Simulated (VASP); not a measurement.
**SiC: single point with PBE**

The system is SiC.

```
Si C
1.0
     3.02190    0.00000    0.00000
    -1.51095    2.61704    0.00000
     0.00000    0.00000   10.39930
Si C
4 4
Direct
  0.66667 0.33333 0.93784
  0.33333 0.66667 0.43784
  0.00000 0.00000 0.68790
  0.00000 0.00000 0.18790
  0.66667 0.33333 0.74981
  0.33333 0.66667 0.24981
  0.00000 0.00000 0.50045
  0.00000 0.00000 0.00045
```

```yaml
Program: VASP 6.6.1
Task: single point
Functional: PBE
Potentials_or_basis: VASP PAW PBE potentials, release 64 (Si, C)
Cutoff: 520 eV
k_mesh: 12 × 12 × 4
Occupations: gaussian, width 0.05 eV
Spin: no spin polarisation
Dipole_correction: no
Further_INCAR_settings: ALGO = Normal; EDIFF = 1e-06; NBANDS = 26
```

| Item | Value |
| --- | --- |
| Pressure | 5.4 GPa |
| Largest force | 0.417 eV/Å |
| Band gap on the k mesh | 1.97 eV, indirect (least direct gap 3.24 eV) |

Forces on the atoms (eV/Å):
```
Si   0.000  0.000 -0.364
Si   0.000  0.000 -0.364
Si   0.000  0.000 -0.417
Si   0.000  0.000 -0.417
C    0.000  0.000  0.412
C    0.000  0.000  0.412
C    0.000  0.000  0.369
C    0.000  0.000  0.369
```

Stress tensor (GPa, compression positive):
```
 14.52   0.00   0.00
  0.00  14.52   0.00
  0.00   0.00 -12.73
```

Levels at points of the mesh, in eV from the valence-band top:
```csv
k point,band 12,band 13,band 14,band 15,band 16,band 17,band 18,band 19,band 20,band 21
"(0.00, 0.00, 0.00)",-0.48,-0.48,-0.37,0.00,0.00,5.27,5.85,6.29,6.83,7.34
"(0.50, 0.00, 0.00)",-2.51,-2.33,-2.32,-1.80,-1.27,1.97,2.42,4.35,4.49,5.18
"(0.00, 0.00, 0.50)",-0.86,-0.17,-0.17,-0.17,-0.17,5.98,5.98,6.66,6.66,7.34
"(0.50, 0.00, 0.50)",-2.89,-2.65,-2.65,-1.63,-1.63,2.62,2.62,4.08,4.08,5.85
```

Wall time 67 s on 1 thread of Intel(R) Xeon(R) Platinum 8488C (Sapphire Rapids), on a shared host, peak memory 0.25 GiB.

A k mesh can miss the band edges. PBE gaps usually lie below the measured ones, often by a third to a half.
